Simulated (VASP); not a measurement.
Runs of VASP 6.6.1 on W. The structure is that of space group Fd-3m (No. 227), or close to it. The cells are those of the table. 

| task | cell | cutoff (eV) | gap on the mesh (eV) | pressure (GPa) |
| --- | --- | --- | --- | --- |
| single point | a = 3.947 Å, angles 60.0°, 2 atoms | 520 | none | (a) |
| relaxation of cell and atoms | relaxed to 30 GPa from a = 3.875 Å, angles 60.0°, 2 atoms | 600 | none | 29.9 |
| relaxation of cell and atoms | relaxed to 10 GPa from a = 3.875 Å, angles 60.0°, 2 atoms | 600 | none | 10.0 |
| single point | a = 3.884 Å, angles 60.0°, 2 atoms | 520 | none | 31.7 |
| relaxation of cell and atoms | relaxed from a = 3.875 Å, angles 60.0°, 2 atoms | 600 | none | 0.0 |
| relaxation of cell and atoms | relaxed to 20 GPa from a = 3.875 Å, angles 60.0°, 2 atoms | 600 | none | 20.0 |
| single point | a = 4.122 Å, angles 60.0°, 2 atoms | 520 | none | 0.5 |
| single point | a = 4.023 Å, angles 60.0°, 2 atoms | 520 | none | 10.8 |

Alike in all rows: level PBE; potentials or basis VASP PAW PBE potentials, release 64 (W_sv); no spin polarisation; k mesh 15 × 15 × 15; smearing gaussian 0.1 eV.

Q: Fill in the values left out.

A: (a) 21.2.

Caveats: spin-orbit coupling is left out, which moves the levels of the heavy elements; the cell is relaxed towards a set pressure, so the enthalpy falls and the energy may rise (some runs).

A k mesh can miss the band edges, and the runs leave out spin-orbit coupling on W.

A gap of «none» marks levels without a gap at the run's occupations.
